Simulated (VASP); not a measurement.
SiGe3:

```
Si Ge
1.0
     3.96991    0.00000    0.00000
     0.00000    3.96991    0.00000
     0.00000    0.00000    5.59395
Si Ge
1 3
Direct
  0.00000 0.00000 0.00000
  0.00000 0.50000 0.24429
  0.50000 0.50000 0.50000
  0.50000 0.00000 0.75571
```

Base run:

- Program: VASP 6.6.1
- Functional: r2SCAN
- Potentials or basis: VASP PAW PBE potentials, release 64 (Si, Ge_d)
- Cutoff: 520 eV
- k mesh: 6 × 6 × 4
- Occupations: gaussian, width 0.01 eV
- Spin: no spin polarisation

Its results: band gap on the k mesh 0.55 eV, indirect (least direct gap 0.90 eV); pressure 0.0 GPa; largest force 0.012 eV/Å.

Task: The run is repeated on the same cell with these changes: functional from r2SCAN to PBE; further incar settings from ALGO = Normal; EDIFF = 1e-06; NBANDS = 31 to ALGO = Normal; EDIFF = 1e-07; NBANDS = 31. What comes out?

Result: Band gap on the k mesh 0.29 eV, indirect (least direct gap 0.67 eV); pressure 2.6 GPa; largest force 0.072 eV/Å.

Caveats: the PAW data sets were made with another functional, which shifts forces and pressure a little (some runs).

A k mesh can miss the band edges.
